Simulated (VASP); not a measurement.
## CsBr: relaxation of the atoms with PBE

The system is CsBr.

```xyz
2
Lattice="3.5441 0.0000 0.0000 0.0000 3.5441 0.0000 0.0000 0.0000 3.5441" Properties=species:S:1:pos:R:3 pbc="T T T"
Cs    0.0000    0.0000    0.0000
Br    1.7720    1.7720    1.7720
```

```json
{
  "Program": "VASP 6.6.1",
  "Task": "relaxation of the atoms",
  "Functional": "PBE",
  "Potentials or basis": "VASP PAW PBE potentials, release 64 (Cs_sv, Br)",
  "Cutoff": "450 eV",
  "k mesh": "7 × 7 × 7",
  "Occupations": "fermi-dirac, width 0.03 eV",
  "Spin": "no spin polarisation",
  "Dipole correction": "no",
  "Further INCAR settings": "ALGO = Normal; EDIFF = 1e-07; IBRION = 2; EDIFFG = -0.01; NSW = 50"
}
```

```yaml
Pressure_after_relaxing: 40.4 GPa
Band_gap_on_the_k_mesh: 2.77 eV, direct
```

Final structure:
```
Cs Br
1.0
     3.54407    0.00000    0.00000
     0.00000    3.54407    0.00000
     0.00000    0.00000    3.54407
Cs Br
1 1
Cartesian
  0.0000 0.0000 0.0000
  1.7720 1.7720 1.7720
```

Levels at points of the mesh, in eV from the valence-band top:
```tsv
k point	band 5	band 6	band 7	band 8	band 9	band 10	band 11	band 12
(0.00, 0.00, 0.00)	-6.76	0.00	0.00	0.00	2.77	2.77	7.78	10.08
```

Wall time 26 s on 1 thread of AMD EPYC 7R13, with other jobs on the host, peak memory 0.13 GiB.

Caveat: the relaxation stopped at its first step, so nothing moved; spin-orbit coupling is left out, which moves the levels of the heavy elements. A k mesh can miss the band edges.
